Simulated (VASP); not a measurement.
Here is a VASP 6.6.1 calculation.

INCAR

```
ALGO = Normal ; EDIFF = 1E-6
ENCUT = 520 ; GGA = PE
ISIF = 2 ; ISMEAR = 0
LASPH = T ; LCHARG = F
LREAL = F ; LWAVE = F
NBANDS = 40 ; NELM = 100
PREC = Accurate ; SIGMA = 0.1
```

KPOINTS

```
k-points
0
Gamma
  10 10 10
```

POSCAR

```
W3N4
1.0
    4.1220000000      0.0000000000      0.0000000000
    0.0000000000      4.1220000000      0.0000000000
    0.0000000000      0.0000000000      4.1220000000
W N
3 4
Direct
    0.5000000000      0.5000000000      0.0000000000
    0.0000000000      0.5000000000      0.5000000000
    0.5000000000      0.0000000000      0.5000000000
    0.5000000000      0.5000000000      0.5000000000
    0.5000000000      0.0000000000      0.0000000000
    0.0000000000      0.5000000000      0.0000000000
    0.0000000000      0.0000000000      0.5000000000
```

Potentials or basis: VASP PAW PBE potentials, release 64 (W_sv, N).

Run with:

```sh
$ cat potpaw_PBE.64/W_sv/POTCAR potpaw_PBE.64/N/POTCAR > POTCAR
$ mpirun -np 1 vasp_std > vasp.out
```

Q: Estimate the band gap on the k mesh.

A: Zero (band 31 reaches 12.86 eV, above the bottom of band 32 at 10.15 eV).

Q: Estimate the pressure.

A: 28.9 GPa.

Caveat: spin-orbit coupling is left out, which moves the levels of the heavy elements.
